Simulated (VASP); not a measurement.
The system is InSe.

```
In Se
1.0
     2.00000    1.15470    8.44000
    -2.00000    1.15470    8.44000
     0.00000   -2.30940    8.44000
In Se
2 2
Direct
  0.88860 0.88860 0.88860
  0.00000 0.00000 0.00000
  0.17190 0.17190 0.17190
  0.38350 0.38350 0.38350
```

Program: VASP 6.6.1. Alike in all runs: task single point; no spin polarisation; cell as given.

Task: Order these runs on this cell by their pressure, lowest first.
A. level revpbe exchange, lda correlation; potentials or basis VASP PAW PBE potentials, release 64 (In_d, Se); k mesh 8 × 8 × 8; cutoff (eV) 500; smearing gaussian 0.01 eV
B. level PBEsol; potentials or basis VASP PAW PBE potentials, release 64 (In_d, Se); k mesh 5 × 5 × 5; cutoff (eV) 520; smearing fermi-dirac 0.03 eV
C. level PBE; potentials or basis VASP PAW PBE potentials, release 64 (In_d, Se); k mesh 3 × 3 × 3; cutoff (eV) 520; smearing fermi-dirac 0.05 eV
D. level LDA; potentials or basis VASP PAW LDA potentials, release 64 (In_d, Se); k mesh 8 × 8 × 8; cutoff (eV) 520; smearing fermi-dirac 0.05 eV

Result: D (-1.4 GPa), B (0.3 GPa), C (3.6 GPa), A (8.7 GPa).

Caveats: some runs use coarse meshes; the PAW data sets were made with another functional, which shifts forces and pressure a little (at least some runs); the cell stands under pressure (at least some runs).
